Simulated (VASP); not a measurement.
# SrTiO3 (Tausonite) (Pm-3m) in VASP: a series of runs

The runs below take SrTiO3 (Tausonite) through single point, with PBE, r2SCAN.

Program: VASP 6.6.1. These are calculated values, not measurements. Logs are shortened: lines on timing, memory, paths and dates and some standing lists are left out, and cuts for length are marked.

## 1. The cell of the first run

Symmetry: Pm-3m, No. 221, cubic system. The conventional cell has a = 4.014 Å, b = 4.014 Å, c = 4.014 Å, α = 90.00°, β = 90.00°, γ = 90.00°. Sr (site symmetry m-3m) has 12 O at 2.84 Å and 8 Ti at 3.48 Å within 3.7 Å. Ti (site symmetry m-3m) has 6 O at 2.01 Å within 2.7 Å. Within 2.7 Å of O (site symmetry 4/mmm) lie 2 Ti at 2.01 Å.

## 2. Single point, PBE (volume changed by +6%)

Input file INCAR:

```
SYSTEM = SrTiO3
ALGO = Normal
EDIFF = 1E-6
ENCUT = 520
GGA = PE
ISIF = 2
ISMEAR = 0
LASPH = .True.
LCHARG = .True.
LELF = .True.
LREAL = .False.
LVHAR = .True.
LWAVE = .False.
NBANDS = 28
NELM = 100
PREC = Accurate
SIGMA = 0.01
```

Input file KPOINTS:

```
k-points
0
Gamma
  6 6 6
  0 0 0
```

Input file POSCAR:

```
SrTiO3
1.0
    4.0136227457      0.0000000000      0.0000000000
    0.0000000000      4.0136227457      0.0000000000
    0.0000000000      0.0000000000      4.0136227457
Sr Ti O
1 1 3
Direct
    0.5000000000      0.5000000000      0.5000000000
    0.0000000000      0.0000000000      0.0000000000
    0.5000000000      0.0000000000      0.0000000000
    0.0000000000      0.5000000000      0.0000000000
    0.0000000000      0.0000000000      0.5000000000
```

Potentials or basis: VASP PAW PBE potentials, release 64 (Sr_sv, Ti_sv, O).

On the command line:

```sh
cat potpaw_PBE.64/Sr_sv/POTCAR potpaw_PBE.64/Ti_sv/POTCAR potpaw_PBE.64/O/POTCAR > POTCAR
mpirun -np 1 vasp_std > vasp.out
```

OUTCAR:

```text
SYSTEM = SrTiO3
   EDIFF = 1E-6
   ENCUT = 520
   GGA = PE
   ISIF = 2
   ISMEAR = 0
   LASPH = .True.
   LREAL = .False.
   NELM = 100
   PREC = Accurate

 ion  position               nearest neighbor table
   1  0.500  0.500  0.500-   3 2.84   4 2.84   5 2.84   3 2.84   4 2.84   3 2.84   5 2.84   3 2.84
                             4 2.84   5 2.84   4 2.84   5 2.84   2 3.48   2 3.48   2 3.48   2 3.48
   2  0.000  0.000  0.000-   3 2.01   4 2.01   5 2.01   5 2.01   4 2.01   3 2.01   1 3.48   1 3.48
                             1 3.48   1 3.48   1 3.48   1 3.48   1 3.48   1 3.48
   3  0.500  0.000  0.000-   2 2.01   2 2.01   1 2.84   1 2.84   1 2.84   1 2.84
   4  0.000  0.500  0.000-   2 2.01   2 2.01   1 2.84   1 2.84   1 2.84   1 2.84
   5  0.000  0.000  0.500-   2 2.01   2 2.01   1 2.84   1 2.84   1 2.84   1 2.84

  LATTYP: Found a simple cubic cell.
 ALAT       =     4.0136227457

  Lattice vectors:

 A1 = (   4.0136227457,   0.0000000000,   0.0000000000)
 A2 = (   0.0000000000,   4.0136227457,   0.0000000000)
 A3 = (   0.0000000000,   0.0000000000,   4.0136227457)

Analysis of symmetry for initial positions (statically):
=====================================================================
 Subroutine PRICEL returns:
 Original cell was already a primitive cell.

 Routine SETGRP: Setting up the symmetry group for a
 simple cubic supercell.

 Subroutine GETGRP returns: Found 48 space group operations
 (whereof 48 operations were pure point group operations)
 out of a pool of 48 trial point group operations.

The static configuration has the point symmetry O_h .

Analysis of symmetry for dynamics (positions and initial velocities):
=====================================================================
 Subroutine PRICEL returns:
 Original cell was already a primitive cell.

 Routine SETGRP: Setting up the symmetry group for a
 simple cubic supercell.

 Subroutine GETGRP returns: Found 48 space group operations
 (whereof 48 operations were pure point group operations)
 out of a pool of 48 trial point group operations.

The dynamic configuration has the point symmetry O_h .

 Subroutine INISYM returns: Found 48 space group operations
 (whereof 48 operations are pure point group operations),
 and found     1 'primitive' translations

----------------------------------------------------------------------------------------

                                     Primitive cell

  volume of cell :      64.6561

  direct lattice vectors                    reciprocal lattice vectors
     4.013622746  0.000000000  0.000000000     0.249151468  0.000000000  0.000000000
     0.000000000  4.013622746  0.000000000     0.000000000  0.249151468  0.000000000
     0.000000000  0.000000000  4.013622746     0.000000000  0.000000000  0.249151468

  length of vectors
     4.013622746  4.013622746  4.013622746     0.249151468  0.249151468  0.249151468

  position of ions in fractional coordinates (direct lattice)
     0.500000000  0.500000000  0.500000000
     0.000000000  0.000000000  0.000000000
     0.500000000  0.000000000  0.000000000
     0.000000000  0.500000000  0.000000000
     0.000000000  0.000000000  0.500000000

  ion indices of the primitive-cell ions
   primitive index   ion index
                 1           1
                 2           2
                 3           3
                 4           4
                 5           5

----------------------------------------------------------------------------------------

 KPOINTS: k-points

Automatic generation of k-mesh.
 Grid dimensions read from file:
 generate k-points for:    6    6    6

 Generating k-lattice:

  Cartesian coordinates                     Fractional coordinates (reciprocal lattice)
     0.041525245  0.000000000  0.000000000     0.166666667  0.000000000  0.000000000
     0.000000000  0.041525245  0.000000000     0.000000000  0.166666667  0.000000000
     0.000000000  0.000000000  0.041525245     0.000000000  0.000000000  0.166666667

  Length of vectors
     0.041525245  0.041525245  0.041525245

  Shift w.r.t. Gamma in fractional coordinates (k-lattice)
     0.000000000  0.000000000  0.000000000

 Subroutine IBZKPT returns following result:
 ===========================================

 Found     20 irreducible k-points:

 Following reciprocal coordinates:
            Coordinates               Weight
  0.000000  0.000000  0.000000      1.000000
  0.166667  0.000000  0.000000      6.000000
  0.333333  0.000000  0.000000      6.000000
  0.500000  0.000000  0.000000      3.000000
  0.166667  0.166667  0.000000     12.000000
  0.333333  0.166667  0.000000     24.000000
[... 12 lines left out ...]
  0.500000  0.500000  0.333333      6.000000
  0.500000  0.500000  0.500000      1.000000
   k-points           NKPTS =     20   k-points in BZ     NKDIM =     20   number of bands    NBANDS=     28
   number of dos      NEDOS =    301   number of ions     NIONS =      5
   total plane-waves  NPLWV =  27000
   dimension x,y,z NGX =    30 NGY =   30 NGZ =   30
   dimension x,y,z NGXF=    60 NGYF=   60 NGZF=   60
   ions per type =               1   1   3
   NGX,Y,Z   is equivalent  to a cutoff of  12.43, 12.43, 12.43 a.u.
   NGXF,Y,Z  is equivalent  to a cutoff of  24.85, 24.85, 24.85 a.u.
 SYSTEM =  SrTiO3
   PREC   = accura    normal or accurate (medium, high low for compatibility)
   ISTART =      0    job   : 0-new  1-cont  2-samecut
   ICHARG =      2    charge: 1-file 2-atom 10-const
   ISPIN  =      1    spin polarized calculation?
   LNONCOLLINEAR =      F non collinear calculations
   LSORBIT =      F    spin-orbit coupling
   LASPH  =      T    aspherical Exc in radial PAW
   ENCUT  =  520.0 eV  38.22 Ry    6.18 a.u.   7.46  7.46  7.46*2*pi/ulx,y,z
   NELM   =    100;   NELMIN=  2; NELMDL= -5     # of ELM steps
   EDIFF  = 0.1E-05   stopping-criterion for ELM
   LREAL  =      F    real-space projection
   EDIFFG = 0.1E-04   stopping-criterion for IOM
   NSW    =      0    number of steps for IOM
   IBRION =     -1    ionic relax: 0-MD 1-quasi-New 2-CG
   NFREE  =      0    steps in history (QN), initial steepest desc. (CG)
   ISIF   =      2    stress and relaxation
   ISYM   =      2    0-nonsym 1-usesym 2-fastsym
   POTIM  = 0.5000    time-step for ionic-motion
   TEBEG  =    0.0;   TEEND  =   0.0 temperature during run
   PSTRESS=    0.0 pullay stress
   NELECT =      40.0000    total number of electrons
   NUPDOWN=      -1.0000    fix difference up-down
   EMIN   =  10.00;   EMAX   =-10.00  energy-range for DOS
   EFERMI =   0.00;   METHOD = LEGACY
   ISMEAR =     0;   SIGMA  =   0.01  broadening in eV -4-tet -1-fermi 0-gaus
   EFERMI_NEDOS =   21; number of points for ismear=-14 and -15
   IALGO  =     38    algorithm
   IMIX   =      4    mixing-type and parameters
     AMIX     =   0.40;   BMIX     =  1.00
     AMIX_MAG =   1.60;   BMIX_MAG =  1.00
  volume/ion in A,a.u.               =      12.93        87.26
  Fermi-wavevector in a.u.,A,eV,Ry     =   1.394949  2.636071 26.475335  1.945882
  Thomas-Fermi vector in A             =   2.518448
   LORBIT       =      0    0 simple, 1 ext, 2 COOP (PROOUT), +10 PAW based schemes
   GGA     = PE    functional components
   LHFCALC =     F    Hartree Fock is set to
   AEXX    =    0.0000 exact exchange contribution
   IVDW    =     0    specifies the selected vdW correction
   LEPSILON=     F    determine dielectric tensor
   LRPA    =     F    only Hartree local field effects (RPA)
 non-spin polarized calculation
 Gauss-broadening in eV      SIGMA  =   0.01
  energy-cutoff  :      520.00
  volume of cell :       64.66
 maximum number of plane-waves:      1755
 NGX is ok and might be reduce to    30
   NGX = 15   NGY = 15   NGZ = 15

 number of electron      39.9999976 magnetization

 Free energy of the ion-electron system (eV)
  ---------------------------------------------------
  ext. energy  EPLUGINS =         0.00000000
  ---------------------------------------------------
  free energy    TOTEN  =       -40.01464602 eV

  energy without entropy =      -40.01464602  energy(sigma->0) =      -40.01464602

 E-fermi :   3.5923     XC(G=0): -10.8424

 val. band max:        3.5159841437   @ k =   0.5000   0.5000   0.5000
 cond. band min:       5.2134903902   @ k =   0.0000   0.0000   0.0000
 fundamental gap:      1.6975062465
 Fermi energy:         3.5922570569

 k-point     1 :       0.0000    0.0000    0.0000
  band No.  band energies     occupation
      1     -53.2818      2.00000
      2     -29.5396      2.00000
      3     -29.4802      2.00000
      4     -29.4802      2.00000
      5     -29.4802      2.00000
      6     -13.6157      2.00000
[... 20 lines left out ...]
     27       8.8299      0.00000
     28       9.0306      0.00000

 k-point     2 :       0.1667    0.0000    0.0000
  band No.  band energies     occupation
      1     -53.2816      2.00000
      2     -29.5591      2.00000
      3     -29.4797      2.00000
      4     -29.4797      2.00000
      5     -29.4687      2.00000
      6     -13.6319      2.00000
[... 20 lines left out ...]
     27       9.2488      0.00000
     28       9.6670      0.00000

 k-point     3 :       0.3333    0.0000    0.0000
  band No.  band energies     occupation
      1     -53.2811      2.00000
      2     -29.5906      2.00000
      3     -29.4788      2.00000
      4     -29.4788      2.00000
      5     -29.4532      2.00000
      6     -13.7321      2.00000
[... 20 lines left out ...]
     27      10.0876      0.00000
     28      11.3170      0.00000

 k-point     4 :       0.5000    0.0000    0.0000
  band No.  band energies     occupation
      1     -53.2809      2.00000
      2     -29.6047      2.00000
      3     -29.4783      2.00000
      4     -29.4783      2.00000
      5     -29.4470      2.00000
      6     -13.7990      2.00000
[... 20 lines left out ...]
     27      10.5259      0.00000
     28      11.2609      0.00000

 k-point     5 :       0.1667    0.1667    0.0000
  band No.  band energies     occupation
      1     -53.2813      2.00000
      2     -29.5644      2.00000
      3     -29.4917      2.00000
      4     -29.4793      2.00000
      5     -29.4592      2.00000
      6     -13.6045      2.00000
[... 20 lines left out ...]
     27       9.6321      0.00000
     28      10.0684      0.00000

 k-point     6 :       0.3333    0.1667    0.0000
  band No.  band energies     occupation
      1     -53.2809      2.00000
      2     -29.5819      2.00000
      3     -29.4938      2.00000
      4     -29.4784      2.00000
      5     -29.4552      2.00000
      6     -13.6289      2.00000
[... 339 lines left out ...]
      5     -29.4812      2.00000
      6     -13.0770      2.00000
[... 20 lines left out ...]
     27      11.0094      0.00000
     28      11.0094      0.00000

 k-point    18 :       0.5000    0.3333    0.3333
  band No.  band energies     occupation
      1     -53.2794      2.00000
      2     -29.5373      2.00000
      3     -29.5128      2.00000
      4     -29.5126      2.00000
      5     -29.4933      2.00000
      6     -12.9323      2.00000
[... 20 lines left out ...]
     27      10.9030      0.00000
     28      10.9233      0.00000

 k-point    19 :       0.5000    0.5000    0.3333
  band No.  band energies     occupation
      1     -53.2792      2.00000
      2     -29.5245      2.00000
      3     -29.5245      2.00000
      4     -29.5122      2.00000
      5     -29.5025      2.00000
      6     -12.6328      2.00000
[... 20 lines left out ...]
     27      10.6628      0.00000
     28      10.9855      0.00000

 k-point    20 :       0.5000    0.5000    0.5000
  band No.  band energies     occupation
      1     -53.2790      2.00000
      2     -29.5239      2.00000
      3     -29.5239      2.00000
      4     -29.5239      2.00000
      5     -29.4995      2.00000
      6     -12.4775      2.00000
[... 20 lines left out ...]
     27      10.9857      0.00000
     28      10.9857      0.00000

------------------------ aborting loop because EDIFF is reached ----------------------------------------

  FORCE on cell =-STRESS in cart. coord.  units (eV):
  Direction    XX          YY          ZZ          XY          YZ          ZX
  --------------------------------------------------------------------------------------
  -------------------------------------------------------------------------------------
  Total       -3.3087631     -3.3087631     -3.3087631      0.0000000      0.0000000     -0.0000000
  in kB      -81.9910814    -81.9910814    -81.9910814      0.0000000      0.0000000     -0.0000000
  external PRESSURE =     -81.9910814 kB  Pullay stress =       0.0000000 kB

 VOLUME and BASIS-vectors are now :
 -----------------------------------------------------------------------------
  energy-cutoff  :      520.00
  volume of cell :       64.66
      direct lattice vectors                 reciprocal lattice vectors
     4.013622746  0.000000000  0.000000000     0.249151468  0.000000000  0.000000000
     0.000000000  4.013622746  0.000000000     0.000000000  0.249151468  0.000000000
     0.000000000  0.000000000  4.013622746     0.000000000  0.000000000  0.249151468

 POSITION                                       TOTAL-FORCE (eV/Angst)
 -----------------------------------------------------------------------------------
      2.00681      2.00681      2.00681         0.000000      0.000000      0.000000
      0.00000      0.00000      0.00000         0.000000      0.000000      0.000000
      2.00681      0.00000      0.00000         0.000000      0.000000      0.000000
      0.00000      2.00681      0.00000         0.000000      0.000000      0.000000
      0.00000      0.00000      2.00681         0.000000      0.000000      0.000000
 -----------------------------------------------------------------------------------
    total drift:                                0.000000     -0.000000      0.000000

  FREE ENERGIE OF THE ION-ELECTRON SYSTEM (eV)
  ---------------------------------------------------
  free  energy   TOTEN  =       -40.0146460225 eV

  energy  without entropy=      -40.0146460225  energy(sigma->0) =      -40.01464602
```

It took 26 s on 1 thread of Intel Xeon 6975P-C (Granite Rapids), shared host; peak memory 0.18 GiB.

Results:

```
Free energy            : -40.0146 eV
Pressure               : -8.2 GPa
Band gap on the k mesh : 1.70 eV, indirect (least direct gap 2.09 eV)
```

## 3. Single point, r2SCAN (volume changed by -6%)

POSCAR: that of step 2 with these lines changed.

```diff
@@ -2,5 +2,5 @@
 1.0
-    4.0136227457      0.0000000000      0.0000000000
-    0.0000000000      4.0136227457      0.0000000000
-    0.0000000000      0.0000000000      4.0136227457
+    3.8270974584      0.0000000000      0.0000000000
+    0.0000000000      3.8270974584      0.0000000000
+    0.0000000000      0.0000000000      3.8270974584
 Sr Ti O
```

Input file INCAR.step1:

```
PREC = Accurate ; ENCUT = 520
ISMEAR = 0 ; SIGMA = 0.01
LREAL = False ; LASPH = True
NELM = 100 ; NBANDS = 28
GGA = PE ; ALGO = Normal
EDIFF = 1E-4 ; LWAVE = True
LCHARG = False
```

Input file INCAR.step2:

```
PREC = Accurate ; ENCUT = 520
EDIFF = 1E-6 ; ISMEAR = 0
SIGMA = 0.01 ; LREAL = False
LASPH = True ; NELM = 100
ALGO = Normal ; ISIF = 2
LWAVE = False ; LCHARG = False
METAGGA = R2SCAN ; LMIXTAU = True
NBANDS = 28 ; ISTART = 1
```

Input file KPOINTS:

```
Automatic mesh
0
Gamma
  6 6 6
```

Potentials or basis: VASP PAW PBE potentials, release 64 (Sr_sv, Ti_sv, O).

On the command line:

```sh
cat potpaw_PBE.64/Sr_sv/POTCAR potpaw_PBE.64/Ti_sv/POTCAR potpaw_PBE.64/O/POTCAR > POTCAR
cp INCAR.step1 INCAR
mpirun -np 1 vasp_std > vasp.out
cp INCAR.step2 INCAR
mpirun -np 1 vasp_std > vasp.out
```

Run time: 63 s. Hardware: 1 thread of Intel Xeon 6975P-C (Granite Rapids), shared host; peak memory 0.18 GiB.

It converged, with:

- Free energy: -63.1591 eV
- Pressure: 14.5 GPa
- Band gap on the k mesh: 2.41 eV, indirect (least direct gap 2.75 eV)

Levels at points of the mesh, in eV from the valence-band top:
```tsv
k point	band 18	band 19	band 20	band 21	band 22	band 23
(0.00, 0.00, 0.00)	-0.34	-0.34	-0.34	2.41	2.41	2.41
(0.50, 0.00, 0.00)	-2.20	-0.76	-0.76	2.60	4.53	4.53
(0.50, 0.50, 0.00)	-1.67	-1.67	-0.10	4.54	4.54	5.05
(0.50, 0.50, 0.50)	0.00	0.00	0.00	5.31	5.31	5.31
```

Caveat: the PAW data sets were made with another functional, which shifts forces and pressure a little.

(Continued in part 2 of 2.)
